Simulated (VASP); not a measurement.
Set up this calculation in VASP 6.6.1, as the native input.

```
Task                   : relaxation of cell and atoms
Functional             : PBE
Potentials or basis    : VASP PAW PBE potentials, release 64 (Ti_sv)
Cutoff                 : 600 eV
k mesh                 : 20 × 20 × 18
Occupations            : fermi-dirac, width 0.08 eV
Spin                   : no spin polarisation
Target pressure        : 230 GPa
Dipole correction      : no
Further INCAR settings : ALGO = Normal; EDIFF = 1e-07; IBRION = 2; EDIFFG = -0.005; NSW = 32; ISIF = 3
```

The structure of Ti lies in POSCAR:

```
Ti
1.0
    2.1666940095      0.0000000000      0.0000000000
   -1.0833470048      1.8764120545      0.0000000000
    0.0000000000      0.0000000000      2.1193745002
Ti
1
Direct
    0.0000000000      0.0000000000      0.0000000000
```

This isn't the form of Ti at room conditions, which is hcp.

These files were run (other wordings do the same):

INCAR

```
SYSTEM = Ti
  PREC = Accurate
  ENCUT = 600
  EDIFF = 1E-7
  ISMEAR = -1
  SIGMA = 0.08
  LREAL = .False.
  LASPH = .True.
  NELM = 100
  ALGO = Normal
  ISIF = 3
  LWAVE = .False.
  LCHARG = .False.
  GGA = PE
  IBRION = 2
  NSW = 32
  EDIFFG = -0.005
  PSTRESS = 2300.0
```

KPOINTS

```
Automatic mesh
0
Gamma
  20 20 18
  0 0 0
```

Potentials or basis: VASP PAW PBE potentials, release 64 (Ti_sv).

Command:

```bash
$ cat potpaw_PBE.64/Ti_sv/POTCAR > POTCAR
$ mpirun -np 1 vasp_std > vasp.out
```

Results of the run:

```yaml
Relaxed_volume: 8.66 Å³/atom
Relaxed_cell: a = 2.173 Å, b = 2.173 Å, c = 2.117 Å, α = 90.00°, β = 90.00°, γ = 120.00°
Space_group_after_relaxing_to_0.1_Å: P6/mmm (No. 191)
Energy_change_on_relaxing_the_run_minimises_the_enthalpy: -57.7 meV/atom
Ionic_steps: 6
Pressure_after_relaxing: 230.0 GPa
Band_gap_on_the_k_mesh: zero (bands 6 and 7 overlap by 3.42 eV)
```

Caveat: the cell is relaxed towards a set pressure, so the run minimises the enthalpy, not the energy.

Run time: 2.4 min on 1 thread of Intel Xeon 8259CL, on a shared host, peak memory 0.17 GiB.
